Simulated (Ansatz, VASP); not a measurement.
One calculation of C, two programs

```
C
1.0
    -2.46466    0.00000    0.00000
     0.00000    0.00000   -3.57197
     0.00000   -4.26892    0.00000
C
4
Direct
  0.50000 0.00000 0.16386
  0.00000 0.00000 0.65823
  0.00000 0.00000 0.33614
  0.50000 0.00000 0.84177
```

Change from the starting cell: mode 8 frozen in at -0.012 Å and mode 12 at +0.024 Å (largest displacements).

Alike in both runs: task single point; functional PBE; dispersion D3(BJ); k mesh 18 × 12 × 10; occupations gaussian, width 0.15 eV; no spin polarisation.

|  | VASP | Ansatz |
| --- | --- | --- |
| version | VASP 6.6.1 | Ansatz 0.2.0 |
| potentials or method | VASP PAW PBE potentials, release 64 (C), cutoff 520 eV | scalar-relativistic, plane waves, PAW |
| valence electrons in the cell | 16 | 16 |

Ansatz gave:

```
gap on the k mesh at the Fermi level (eV)                     : none
pressure (GPa)                                                : 1.1
traceless stress, the component that is largest in VASP (GPa) : 5.39
rms of the force components (eV/Å)                            : 1.655
```

What did VASP give for the same quantities?

gap on the k mesh at the Fermi level (eV): none; pressure (GPa): 1.6; traceless stress, the component that is largest in VASP (GPa): 5.70; rms of the force components (eV/Å): 1.657.

Atom by atom the forces differ by 0.002 eV/Å (rms over components). A gap of «none» marks a metal or a gap that the smearing closes.
